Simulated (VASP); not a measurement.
A run of VASP 6.6.1 is set up as follows.

The input INCAR:

```
PREC = Accurate
ENCUT = 600
EDIFF = 1E-6
ISMEAR = 0
SIGMA = 0.02
LREAL = False
LASPH = True
NELM = 60
ALGO = Normal
ISIF = 3
LWAVE = False
LCHARG = False
GGA = PE
IBRION = 2
NSW = 100
EDIFFG = -0.01
```

KPOINTS

```
Automatic mesh
0
Gamma
  6 6 6
```

File POSCAR:

```
SrCl2
1.0
    0.0000000000      3.4997472800      3.4997472800
    3.4997472800      0.0000000000      3.4997472800
    3.4997472800      3.4997472800      0.0000000000
Sr Cl
1 2
Direct
    0.0000000000      0.0000000000      0.0000000000
    0.7500000000      0.7500000000      0.7500000000
    0.2500000000      0.2500000000      0.2500000000
```

Potentials or basis: VASP PAW PBE potentials, release 64 (Sr_sv, Cl).

The run is started by

```bash
$ cat potpaw_PBE.64/Sr_sv/POTCAR potpaw_PBE.64/Cl/POTCAR > POTCAR
$ mpirun -np 1 vasp_std > vasp.out
```

(1) Predict the space group after relaxing (to 0.05 Å).

(2) Predict the band gap on the k mesh.

## Answers

(1) Fm-3m (No. 225).

(2) 5.22 eV, indirect (least direct gap 5.52 eV).
